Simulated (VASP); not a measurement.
Runs of VASP 6.6.1 on Hf2B. The structure is that of space group Fm-3m (No. 225), or close to it. The cells are those of the table. 

```tsv
task	cell	k mesh	cutoff (eV)	gap on the mesh (eV)	pressure (GPa)	relaxed volume (Å³/atom)
relaxation of cell and atoms	relaxed from a = 3.982 Å, angles 60.0°, 3 atoms	6 × 6 × 6	600	none	-0.1	16.74
single point	a = 3.982 Å, angles 60.0°, 3 atoms	6 × 6 × 6	520	none	20.6	-
single point	a = 4.147 Å, angles 60.0°, 3 atoms	14 × 14 × 14	520	none	(a)	-
single point	a = 4.145 Å, angles 60.0°, 3 atoms	6 × 6 × 6	520	none	-0.4	-
relaxation of cell and atoms	relaxed from a = 4.145 Å, angles 60.0°, 3 atoms	14 × 14 × 14	600	none	0.0	(b)
```

Alike in all rows: level PBE; potentials or basis VASP PAW PBE potentials, release 64 (Hf_pv, B); no spin polarisation; smearing gaussian 0.1 eV.

Task: Estimate the missing entries.

Result: (a) -0.5; (b) 16.75.

Caveats: spin-orbit coupling is left out, which moves the levels of the heavy elements.

A k mesh can miss the band edges, and the runs leave out spin-orbit coupling on Hf.

A gap of «none» marks levels without a gap at the run's occupations.
